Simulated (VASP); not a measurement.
A run of VASP 6.6.1 is set up as follows.

The input POSCAR:

```
SnO2
1.0
    4.6739651233      0.0000000000      0.0000000000
    0.0000000000      4.6739651233      0.0000000000
    0.0000000000      0.0000000000      3.1434339099
Sn O
2 4
Direct
    0.5000000000      0.5000000000      0.5000000000
    0.0000000000      0.0000000000      0.0000000000
    0.8071000000      0.1929000000      0.5000000000
    0.6929000000      0.6929000000      0.0000000000
    0.1929000000      0.8071000000      0.5000000000
    0.3071000000      0.3071000000      0.0000000000
```

The input INCAR.step1:

```
PREC = Accurate
ENCUT = 520
ISMEAR = -1
SIGMA = 0.05
LREAL = False
LASPH = True
NELM = 80
NBANDS = 35
GGA = PE
ALGO = Normal
EDIFF = 1E-4
LWAVE = True
LCHARG = False
```

The input INCAR.step2:

```
PREC = Accurate
ENCUT = 520
EDIFF = 1E-7
ISMEAR = -1
SIGMA = 0.05
LREAL = False
LASPH = True
NELM = 80
ALGO = Normal
ISIF = 2
LWAVE = False
LCHARG = False
METAGGA = R2SCAN
LMIXTAU = True
LUSE_VDW = True
IVDW_NL = 2
BPARAM = 11.95
CPARAM = 0.0093
NBANDS = 35
ISTART = 1
```

The input KPOINTS:

```
regular mesh
0
Gamma
  6 6 8
```

Potentials or basis: VASP PAW PBE potentials, release 64 (Sn_d, O).

Run with:

```bash
$ cat potpaw_PBE.64/Sn_d/POTCAR potpaw_PBE.64/O/POTCAR > POTCAR
$ cp INCAR.step1 INCAR
$ mpirun -np 1 vasp_std > vasp.out
$ cp INCAR.step2 INCAR
$ mpirun -np 1 vasp_std > vasp.out
```

(1) Estimate the band gap on the k mesh.

(2) What does it give for the largest force?

(3) Estimate the pressure.

## Answers

(1) 2.47 eV.

(2) 0.477 eV/Å.

(3) 13.7 GPa.

Caveat: the cell stands under pressure; the PAW data sets were made with another functional, which shifts forces and pressure a little; spin-orbit coupling is left out, which moves the levels of the heavy elements.
